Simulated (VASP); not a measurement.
Set up this calculation in VASP 6.6.1, as the native input.

| Quantity | Value |
| --- | --- |
| Task | single point |
| Functional | PBE |
| Potentials or basis | VASP PAW PBE potentials, release 64 (Hf_pv, C) |
| Cutoff | 520 eV |
| k mesh | 6 × 6 × 6 |
| Occupations | gaussian, width 0.1 eV |
| Spin | no spin polarisation |
| Dipole correction | no |
| Further INCAR settings | ALGO = Normal; EDIFF = 1e-07; NBANDS = 14 |

The structure of HfC lies in POSCAR:

```
HfC
1.0
    0.0000000000      2.5222992038      2.5222992038
    2.5222992038      0.0000000000      2.5222992038
    2.5222992038      2.5222992038      0.0000000000
Hf C
1 1
Direct
    0.0000000000      0.0000000000      0.0000000000
    0.2500000000      0.2500000000      0.2500000000
```

These files were run (other wordings do the same):

INCAR

```
SYSTEM = HfC
PREC = Accurate
ENCUT = 520
EDIFF = 1E-7
ISMEAR = 0
SIGMA = 0.1
LREAL = .FALSE.
LASPH = .TRUE.
NELM = 80
ALGO = Normal
ISIF = 2
LWAVE = .FALSE.
LCHARG = .FALSE.
GGA = PE
NBANDS = 14
```

KPOINTS

```
Automatic mesh
0
G
  6 6 6
  0 0 0
```

Potentials or basis: VASP PAW PBE potentials, release 64 (Hf_pv, C).

The run is started by

```bash
$ cat potpaw_PBE.64/Hf_pv/POTCAR potpaw_PBE.64/C/POTCAR > POTCAR
$ mpirun -np 1 vasp_std > vasp.out
```

It gave:

```json
{"Pressure": "-0.5 GPa", "Band gap on the k mesh": "0.36 eV, direct"}
```

Caveat: spin-orbit coupling is left out, which moves the levels of the heavy elements.

It took 4.7 s on 1 thread of Intel(R) Xeon(R) 6975P-C (Granite Rapids) (shared host), peak memory 0.15 GiB.
